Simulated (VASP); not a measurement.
# C: single point with RPBE

The system is C.

```
CELL_PARAMETERS angstrom
0.00000 1.78337 1.78337
1.78337 0.00000 1.78337
1.78337 1.78337 0.00000
ATOMIC_POSITIONS crystal
C 0.75000 0.75000 0.75000
C 0.50000 0.50000 0.50000
```

```json
{
 "Program": "VASP 6.6.1",
 "Task": "single point",
 "Functional": "RPBE",
 "Potentials or basis": "VASP PAW PBE potentials, release 64 (C)",
 "Cutoff": "520 eV",
 "k mesh": "13 × 13 × 13",
 "Occupations": "fermi-dirac, width 0.05 eV",
 "Spin": "no spin polarisation"
}
```

- Pressure: 8.5 GPa
- Band gap on the k mesh: 4.14 eV, indirect (least direct gap 5.59 eV)

Levels at points of the mesh, in eV from the valence-band top:
| k point | band 1 | band 2 | band 3 | band 4 | band 5 | band 6 | band 7 | band 8 | band 9 |
| --- | --- | --- | --- | --- | --- | --- | --- | --- | --- |
| (0.00, 0.00, 0.00) | -21.55 | 0.00 | 0.00 | 0.00 | 5.59 | 5.59 | 5.59 | 13.27 | 19.41 |

It took 8.9 s on 1 thread of Intel(R) Xeon(R) Platinum 8259CL CPU @ 2.50GHz (Skylake/Cascade Lake) (shared host), peak memory 0.12 GiB.

Caveat: the PAW data sets were made with another functional, which shifts forces and pressure a little. A k mesh can miss the band edges.
